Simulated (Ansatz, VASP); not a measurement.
# BF: VASP beside Ansatz

```
B F
1.0
     0.00000    2.31739    2.31739
     2.31739    0.00000    2.31739
     2.31739    2.31739    0.00000
B F
1 1
Direct
  0.00000 0.00000 0.00000
  0.50000 0.50000 0.50000
```

Change from the starting cell: species swapped into the CeAs type (Fm-3m, No. 225).

Alike in both runs: functional PBE; k mesh 8 × 8 × 8; occupations gaussian, width 0.2 eV; no spin polarisation.

Ansatz relaxed the structure, and its values are those at the end. VASP's run is a single point on that final structure, the one shown.

|  | VASP | Ansatz |
| --- | --- | --- |
| version | VASP 6.6.1 | Ansatz 0.2.0 |
| potentials or method | VASP PAW PBE potentials, release 64 (B, F), cutoff 600 eV | scalar-relativistic, plane waves, PAW |
| valence electrons in the cell | 10 | 10 |

Ansatz gave:

* gap on the k mesh at the Fermi level (eV): 0.27
* least direct gap on the mesh (eV): 0.27
* pressure (GPa): 0.0

Which values does VASP return?

gap on the k mesh at the Fermi level (eV): 0.27; least direct gap on the mesh (eV): 0.27; pressure (GPa): -0.3.

With one functional, cell and mesh, what is left measures potentials, basis and numerics.
